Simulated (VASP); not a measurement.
Runs of VASP 6.6.1 on Ru. The structure is that of space group Im-3m (No. 229), or close to it. The cells are those of the table. 

```csv
task,spin,cell,k mesh,k mesh for the DOS,occupations for the DOS,gap on the mesh (eV),pressure (GPa),moment (μB)
single point,off,"a = 2.691 Å, angles 109.5°, 1 atom",10 × 10 × 10,-,-,none,(a),-
density of states,"non-collinear, zero start, SOC","a = 2.645 Å, angles 109.5°, 1 atom",20 × 20 × 20,30 × 30 × 30,tetrahedron,-,-,0.00
single point,off,"a = 2.598 Å, angles 109.5°, 1 atom",10 × 10 × 10,-,-,none,16.8,-
single point,"non-collinear, zero start, SOC","a = 2.644 Å, angles 109.5°, 1 atom",20 × 20 × 20,-,-,-,0.2,0.00
```

Alike in all rows: level PBE; potentials or basis VASP PAW PBE potentials, release 64 (Ru_pv); cutoff (eV) 520; smearing gaussian 0.05 eV.

**Question.** Estimate the missing entries.

**Answer.** (a) -13.1.

A k mesh can miss the band edges, and rows without SOC leave out spin-orbit coupling on Ru.

A gap of «none» marks levels without a gap at the run's occupations.
